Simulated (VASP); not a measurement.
A run of VASP 6.6.1 is set up as follows.

INCAR

```
SYSTEM = SiO2
ALGO     = Normal         ! electronic algorithm
EDIFF    = 1E-6           ! SCF threshold, eV
ENCUT    = 520            ! plane-wave cutoff, eV
ISIF     = 2              ! what is computed and relaxed
ISMEAR   = 0              ! smearing method
LASPH    = .True.         ! aspherical terms in the spheres
LCHARG   = .False.        ! write CHGCAR
LREAL    = .False.        ! projectors in reciprocal space
LWAVE    = .False.        ! write WAVECAR
NBANDS   = 44             ! bands
NELM     = 60             ! most SCF steps
PREC     = Accurate       ! precision mode
SIGMA    = 0.02           ! smearing width, eV
```

Contents of KPOINTS:

```
k-points
0
Gamma
  6 6 4
  0 0 0
```

The input POSCAR:

```
SiO2
1.0
    4.9020292855      0.0000000000      0.0000000000
    0.0000000000      4.9020292855      0.0000000000
    0.0000000000      0.0000000000      7.3981385837
Si O
4 8
Direct
    0.0000000000      0.0000000000      0.0000000000
    0.0000000000      0.5000000000      0.2500000000
    0.5000000000      0.5000000000      0.5000000000
    0.5000000000      0.0000000000      0.7500000000
    0.0978814130      0.2500000000      0.1250000000
    0.2500000000      0.5978814130      0.3750000000
    0.7500000000      0.4021185870      0.3750000000
    0.9021185870      0.7500000000      0.1250000000
    0.5978814130      0.7500000000      0.6250000000
    0.7500000000      0.0978814130      0.8750000000
    0.2500000000      0.9021185870      0.8750000000
    0.4021185870      0.2500000000      0.6250000000
```

Potentials or basis: VASP PAW LDA potentials, release 64 (Si, O).

Launch:

```sh
$ cat potpaw_LDA.64/Si/POTCAR potpaw_LDA.64/O/POTCAR > POTCAR
$ mpirun -np 1 vasp_std > vasp.out
```

Question: What does it give for the pressure?

Answer: 0.1 GPa.

Question: What does it give for the largest force?

Answer: 0.027 eV/Å.

Forces in eV/Å, atoms in the order of the input:
```
Si   0.000  0.000  0.000
Si   0.000  0.000  0.000
Si   0.000  0.000  0.000
Si   0.000  0.000  0.000
O    0.027  0.000  0.000
O    0.000  0.027  0.000
O    0.000 -0.027  0.000
O   -0.027  0.000  0.000
O    0.027  0.000  0.000
O    0.000  0.027  0.000
O    0.000 -0.027  0.000
O   -0.027  0.000  0.000
```

Caveat: the cell differs from its parent crystal (uniaxial strain along c: +1.5 %, then relaxed in part).
